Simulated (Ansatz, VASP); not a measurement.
**One calculation of SnTe, two programs**

```
Sn Te
1.0
    -2.26587    2.26587    3.23772
     2.26587   -2.26587    3.23772
     2.26587    2.26587   -3.23772
Sn Te
1 1
Direct
  0.70300 0.70300 0.00000
  0.17200 0.17200 0.00000
```

Change from the starting cell: species swapped into the CdTe type (Cmc2_1, No. 36).

Alike in both runs: functional PBE; k mesh 6 × 6 × 6; occupations gaussian, width 0.1 eV; no spin polarisation.

Ansatz relaxed the structure, and its values are those at the end. VASP's run is a single point on that final structure, the one shown.

|  | VASP | Ansatz |
| --- | --- | --- |
| version | VASP 6.6.1 | Ansatz 0.2.0 |
| potentials or method | VASP PAW PBE potentials, release 64 (Sn_d, Te), cutoff 520 eV | scalar-relativistic, plane waves, PAW |
| valence electrons in the cell | 20 | 30 |

```tsv
	VASP	Ansatz	Ansatz less VASP
gap on the k mesh at the Fermi level (eV)	0.51	0.51	-0.006
least direct gap on the mesh (eV)	0.51	0.51	-0.006
pressure (GPa)	0.0	0.0	+0.02
rms of the force components (eV/Å)	0.004	0.002	-0.0025
```

With one functional, cell and mesh, what is left measures potentials, basis and numerics. VASP's potentials hold 20 valence electrons a cell and Ansatz's 30, so a difference there can come from the potentials and not from the codes.

Neither program's run includes spin-orbit coupling.
